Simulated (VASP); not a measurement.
# S in VASP: single point with PBE

Aim: the single point of S with PBE.

Program: VASP 6.6.1. These are calculated values, not measurements. Logs are shortened: lines on timing, memory, paths and dates and some standing lists are left out, and cuts for length are marked.

**1. The cell of the first run**

The cell holds a sublattice, 1 atom: a = 4.007 Å, b = 4.007 Å, c = 4.007 Å, α = 60.00°, β = 60.00°, γ = 60.00°.

**2. Single point, PBE, collinear spin**

Contents of INCAR:

```
ALGO     = Normal         # electronic algorithm
EDIFF    = 1E-6           # SCF threshold, eV
ENCUT    = 520            # plane-wave cutoff, eV
GGA      = PE             # functional
ISIF     = 2              # what is computed and relaxed
ISMEAR   = 0              # smearing method
ISPIN    = 2              # spin polarisation
LASPH    = True           # aspherical terms in the spheres
LCHARG   = True           # write CHGCAR
LELF     = True           # ELF
LORBIT   = 11             # projections on sites
LREAL    = False          # projectors in reciprocal space
LVHAR    = True         
LWAVE    = False          # write WAVECAR
MAGMOM   = 1              # initial moments
NBANDS   = 13             # bands
NELM     = 150            # most SCF steps
PREC     = Accurate       # precision mode
SIGMA    = 0.1            # smearing width, eV
```

Contents of KPOINTS:

```
k-points
0
Gamma
  10 10 10
```

Contents of POSCAR:

```
S
1.0
    0.0000000000      2.8331200468      2.8331200468
    2.8331200468      0.0000000000      2.8331200468
    2.8331200468      2.8331200468      0.0000000000
S
1
Direct
    0.7500000000      0.7500000000      0.7500000000
```

Potentials or basis: VASP PAW PBE potentials, release 64 (S).

Run with:

```
cat potpaw_PBE.64/S/POTCAR > POTCAR
mpirun -np 1 vasp_std > vasp.out
```

OUTCAR:

```text
EDIFF = 1E-6
   ENCUT = 520
   GGA = PE
   ISIF = 2
   ISMEAR = 0
   ISPIN = 2
   LASPH = True
   LORBIT = 11
   LREAL = False
   NELM = 150
   PREC = Accurate

 ion  position               nearest neighbor table
   1  0.750  0.750  0.750-

  LATTYP: Found a face centered cubic cell.
 ALAT       =     5.6662400936

  Lattice vectors:

 A1 = (   0.0000000000,   2.8331200468,   2.8331200468)
 A2 = (   2.8331200468,   0.0000000000,   2.8331200468)
 A3 = (   2.8331200468,   2.8331200468,   0.0000000000)

Analysis of symmetry for initial positions (statically):
=====================================================================
 Subroutine PRICEL returns:
 Original cell was already a primitive cell.

 Routine SETGRP: Setting up the symmetry group for a
 face centered cubic supercell.

 Subroutine GETGRP returns: Found 48 space group operations
 (whereof 24 operations were pure point group operations)
 out of a pool of 48 trial point group operations.

The static configuration has the point symmetry T_d .
 The point group associated with its full space group is O_h .

Analysis of symmetry for dynamics (positions and initial velocities):
=====================================================================
 Subroutine PRICEL returns:
 Original cell was already a primitive cell.

 Routine SETGRP: Setting up the symmetry group for a
 face centered cubic supercell.

 Subroutine GETGRP returns: Found 48 space group operations
 (whereof 24 operations were pure point group operations)
 out of a pool of 48 trial point group operations.

The dynamic configuration has the point symmetry T_d .
 The point group associated with its full space group is O_h .

Analysis of structural, dynamic, and magnetic symmetry:
=====================================================================
 Subroutine PRICEL returns:
 Original cell was already a primitive cell.

 Routine SETGRP: Setting up the symmetry group for a
 face centered cubic supercell.

 Subroutine GETGRP returns: Found 48 space group operations
 (whereof 24 operations were pure point group operations)
 out of a pool of 48 trial point group operations.

The overall configuration has the point symmetry T_d .
 The point group associated with its full space group is O_h .

 Subroutine INISYM returns: Found 48 space group operations
 (whereof 24 operations are pure point group operations),
 and found     1 'primitive' translations

----------------------------------------------------------------------------------------

                                     Primitive cell

  volume of cell :      45.4805

  direct lattice vectors                    reciprocal lattice vectors
     0.000000000  2.833120047  2.833120047    -0.176483874  0.176483874  0.176483874
     2.833120047  0.000000000  2.833120047     0.176483874 -0.176483874  0.176483874
     2.833120047  2.833120047  0.000000000     0.176483874  0.176483874 -0.176483874

  length of vectors
     4.006636794  4.006636794  4.006636794     0.305679036  0.305679036  0.305679036

  position of ions in fractional coordinates (direct lattice)
     0.750000000  0.750000000  0.750000000

  ion indices of the primitive-cell ions
   primitive index   ion index
                 1           1

----------------------------------------------------------------------------------------

 KPOINTS: k-points

Automatic generation of k-mesh.
 Grid dimensions read from file:
 generate k-points for:   10   10   10

 Generating k-lattice:

  Cartesian coordinates                     Fractional coordinates (reciprocal lattice)
    -0.017648387  0.017648387  0.017648387     0.100000000  0.000000000  0.000000000
     0.017648387 -0.017648387  0.017648387     0.000000000  0.100000000  0.000000000
     0.017648387  0.017648387 -0.017648387     0.000000000  0.000000000  0.100000000

  Length of vectors
     0.030567904  0.030567904  0.030567904

  Shift w.r.t. Gamma in fractional coordinates (k-lattice)
     0.000000000  0.000000000  0.000000000

 Subroutine IBZKPT returns following result:
 ===========================================

 Found     47 irreducible k-points:

 Following reciprocal coordinates:
            Coordinates               Weight
  0.000000  0.000000  0.000000      1.000000
  0.100000  0.000000  0.000000      8.000000
  0.200000  0.000000  0.000000      8.000000
  0.300000  0.000000  0.000000      8.000000
  0.400000  0.000000  0.000000      8.000000
  0.500000  0.000000  0.000000      4.000000
[... 16 lines left out ...]
  0.300000  0.300000  0.000000      6.000000
  0.400000  0.300000  0.000000     24.000000
 [... further k-points ...]
   k-points           NKPTS =     47   k-points in BZ     NKDIM =     47   number of bands    NBANDS=     13
   number of dos      NEDOS =    301   number of ions     NIONS =      1
   total plane-waves  NPLWV =  27000
   dimension x,y,z NGX =    30 NGY =   30 NGZ =   30
   dimension x,y,z NGXF=    60 NGYF=   60 NGZF=   60
   ions per type =               1
   NGX,Y,Z   is equivalent  to a cutoff of  12.45, 12.45, 12.45 a.u.
   NGXF,Y,Z  is equivalent  to a cutoff of  24.90, 24.90, 24.90 a.u.
 SYSTEM =  unknown system
   PREC   = accura    normal or accurate (medium, high low for compatibility)
   ISTART =      0    job   : 0-new  1-cont  2-samecut
   ICHARG =      2    charge: 1-file 2-atom 10-const
   ISPIN  =      2    spin polarized calculation?
   LNONCOLLINEAR =      F non collinear calculations
   LSORBIT =      F    spin-orbit coupling
   LASPH  =      T    aspherical Exc in radial PAW
   ENCUT  =  520.0 eV  38.22 Ry    6.18 a.u.   7.45  7.45  7.45*2*pi/ulx,y,z
   NELM   =    150;   NELMIN=  2; NELMDL= -5     # of ELM steps
   EDIFF  = 0.1E-05   stopping-criterion for ELM
   LREAL  =      F    real-space projection
   EDIFFG = 0.1E-04   stopping-criterion for IOM
   NSW    =      0    number of steps for IOM
   IBRION =     -1    ionic relax: 0-MD 1-quasi-New 2-CG
   NFREE  =      0    steps in history (QN), initial steepest desc. (CG)
   ISIF   =      2    stress and relaxation
   ISYM   =      2    0-nonsym 1-usesym 2-fastsym
   POTIM  = 0.5000    time-step for ionic-motion
   TEBEG  =    0.0;   TEEND  =   0.0 temperature during run
   PSTRESS=    0.0 pullay stress
   NELECT =       6.0000    total number of electrons
   NUPDOWN=      -1.0000    fix difference up-down
   EMIN   =  10.00;   EMAX   =-10.00  energy-range for DOS
   EFERMI =   0.00;   METHOD = LEGACY
   ISMEAR =     0;   SIGMA  =   0.10  broadening in eV -4-tet -1-fermi 0-gaus
   EFERMI_NEDOS =   21; number of points for ismear=-14 and -15
   IALGO  =     38    algorithm
   IMIX   =      4    mixing-type and parameters
     AMIX     =   0.40;   BMIX     =  1.00
     AMIX_MAG =   1.60;   BMIX_MAG =  1.00
  volume/ion in A,a.u.               =      45.48       306.92
  Fermi-wavevector in a.u.,A,eV,Ry     =   0.833394  1.574886  9.449862  0.694545
  Thomas-Fermi vector in A             =   1.946610
   LORBIT       =     11    0 simple, 1 ext, 2 COOP (PROOUT), +10 PAW based schemes
   GGA     = PE    functional components
   LHFCALC =     F    Hartree Fock is set to
   AEXX    =    0.0000 exact exchange contribution
   IVDW    =     0    specifies the selected vdW correction
   LEPSILON=     F    determine dielectric tensor
   LRPA    =     F    only Hartree local field effects (RPA)
 spin polarized calculation
 Gauss-broadening in eV      SIGMA  =   0.10
  energy-cutoff  :      520.00
  volume of cell :       45.48
 maximum number of plane-waves:      1243
 NGX is ok and might be reduce to    30
   NGX = 15   NGY = 15   NGZ = 15

 number of electron       6.0000002 magnetization       1.9999261

 Free energy of the ion-electron system (eV)
  ---------------------------------------------------
  ext. energy  EPLUGINS =         0.00000000
  ---------------------------------------------------
  free energy    TOTEN  =        -1.55948873 eV

  energy without entropy =       -1.55499040  energy(sigma->0) =       -1.55723957

 E-fermi :  -1.8599     XC(G=0):  -6.4811

 val. band max:       -1.8912189194   @ k =  -0.3000   0.5000   0.2000
 cond. band min:      -1.8282906231   @ k =  -0.2000   0.1000   0.0000
 fundamental gap:      0.0629282963
 Fermi energy:        -1.8598530121

 spin component 1

 k-point     1 :       0.0000    0.0000    0.0000
  band No.  band energies     occupation
      1     -14.1266      1.00000
      2      -2.6100      1.00000
      3      -2.6100      1.00000
      4      -2.6100      1.00000
      5       3.6915      0.00000
      6       8.5683      0.00000
      7       8.5683      0.00000
      8       8.5683      0.00000
      9      10.7013      0.00000
     10      10.7013      0.00000
     11      12.8775      0.00000
     12      15.5171      0.00000
     13      15.5171      0.00000

 k-point     2 :       0.1000    0.0000    0.0000
  band No.  band energies     occupation
      1     -14.0938      1.00000
      2      -2.8309      1.00000
      3      -2.6308      1.00000
      4      -2.6308      1.00000
      5       3.9841      0.00000
      6       8.2649      0.00000
      7       8.6817      0.00000
      8       8.6817      0.00000
      9      10.5004      0.00000
     10      10.5004      0.00000
     11      13.4525      0.00000
     12      14.7389      0.00000
     13      16.0709      0.00000
[... 321 lines left out ...]
 k-point    23 :       0.3000    0.3000    0.0000
  band No.  band energies     occupation
      1     -13.8160      1.00000
      2      -3.8190      1.00000
      3      -3.0271      1.00000
      4      -3.0271      1.00000
      5       5.4003      0.00000
      6       6.4916      0.00000
      7       8.4631      0.00000
      8      10.3440      0.00000
      9      10.3440      0.00000
     10      11.6592      0.00000
     11      16.3784      0.00000
     12      16.4347      0.00000
     13      16.4347      0.00000

 k-point    24 :       0.4000    0.3000    0.0000
  band No.  band energies     occupation
      1     -13.7405      1.00000
      2      -4.0293      1.00000
      3      -3.1649      1.00000
      4      -3.0907      1.00000
      5       5.4193      0.00000
      6       6.3568      0.00000
      7       8.5565      0.00000
      8      10.4840      0.00000
      9      11.2251      0.00000
     10      12.2289      0.00000
     11      15.2364      0.00000
     12      15.8603      0.00000
     13      16.6554      0.00000

 [... further k-points ...]

 spin component 2

 k-point     1 :       0.0000    0.0000    0.0000
  band No.  band energies     occupation
      1     -12.1986      1.00000
      2      -0.6450      0.00000
      3      -0.6450      0.00000
      4      -0.6450      0.00000
      5       4.3343      0.00000
      6       9.7436      0.00000
      7       9.7436      0.00000
      8       9.7436      0.00000
      9      12.1874      0.00000
     10      12.1874      0.00000
     11      13.2232      0.00000
     12      16.1062      0.00000
     13      16.1062      0.00000

 k-point     2 :       0.1000    0.0000    0.0000
  band No.  band energies     occupation
      1     -12.1604      1.00000
      2      -0.9312      0.00000
      3      -0.6695      0.00000
      4      -0.6695      0.00000
      5       4.6737      0.00000
      6       9.3453      0.00000
      7       9.8627      0.00000
      8       9.8627      0.00000
      9      11.9121      0.00000
     10      11.9121      0.00000
     11      13.8925      0.00000
     12      15.2763      0.00000
     13      16.7503      0.00000
[... 321 lines left out ...]
 k-point    23 :       0.3000    0.3000    0.0000
  band No.  band energies     occupation
      1     -11.8335      1.00000
      2      -2.1197      0.99988
      3      -1.1416      0.00000
      4      -1.1416      0.00000
      5       6.2157      0.00000
      6       7.3767      0.00000
      7       9.4045      0.00000
      8      11.5718      0.00000
      9      11.5718      0.00000
     10      13.2545      0.00000
     11      17.3095      0.00000
     12      17.5831      0.00000
     13      17.5831      0.00000

 k-point    24 :       0.4000    0.3000    0.0000
  band No.  band energies     occupation
      1     -11.7434      1.00000
      2      -2.3594      1.00000
      3      -1.3108      0.00000
      4      -1.2156      0.00000
      5       6.2298      0.00000
      6       7.2441      0.00000
      7       9.4945      0.00000
      8      11.7288      0.00000
      9      12.4179      0.00000
     10      13.8805      0.00000
     11      16.4373      0.00000
     12      17.0355      0.00000
     13      17.7074      0.00000

 [... further k-points ...]

------------------------ aborting loop because EDIFF is reached ----------------------------------------

  FORCE on cell =-STRESS in cart. coord.  units (eV):
  Direction    XX          YY          ZZ          XY          YZ          ZX
  --------------------------------------------------------------------------------------
  -------------------------------------------------------------------------------------
  Total       -0.8820375     -0.8820375     -0.8820375      0.0000000      0.0000000      0.0000000
  in kB      -31.0722503    -31.0722503    -31.0722503      0.0000000      0.0000000      0.0000000
  external PRESSURE =     -31.0722503 kB  Pullay stress =       0.0000000 kB

 VOLUME and BASIS-vectors are now :
 -----------------------------------------------------------------------------
  energy-cutoff  :      520.00
  volume of cell :       45.48
      direct lattice vectors                 reciprocal lattice vectors
     0.000000000  2.833120047  2.833120047    -0.176483874  0.176483874  0.176483874
     2.833120047  0.000000000  2.833120047     0.176483874 -0.176483874  0.176483874
     2.833120047  2.833120047  0.000000000     0.176483874  0.176483874 -0.176483874

 POSITION                                       TOTAL-FORCE (eV/Angst)
 -----------------------------------------------------------------------------------
      4.24968      4.24968      4.24968         0.000000      0.000000      0.000000
 -----------------------------------------------------------------------------------
    total drift:                               -0.000000      0.000000     -0.000000

  FREE ENERGIE OF THE ION-ELECTRON SYSTEM (eV)
  ---------------------------------------------------
  free  energy   TOTEN  =        -1.5594887342 eV

  energy  without entropy=       -1.5549903981  energy(sigma->0) =       -1.55723957

 total charge

# of ion       s       p       d       tot
------------------------------------------
    1        1.406   2.058   0.000   3.465

 magnetization (x)

# of ion       s       p       d       tot
------------------------------------------
    1        0.030   1.184   0.000   1.215
```

Wall time 50 s (1 thread of Intel Xeon Platinum 8259CL at 2.50GHz (Skylake/Cascade Lake), shared host); peak memory 0.19 GiB.

Results:

| Quantity | Value |
| --- | --- |
| Free energy | -1.5595 eV |
| Pressure | -3.1 GPa |
| Band gap on the k mesh | zero (filled and empty bands overlap) |
| Net moment | 2.00 μB per cell |
| Site moments | S +1.22 μB |
| Valence electrons inside the program's atomic spheres | S 3.46 |

The gap in the log of VASP goes by the Fermi energy; the results here count the filled bands.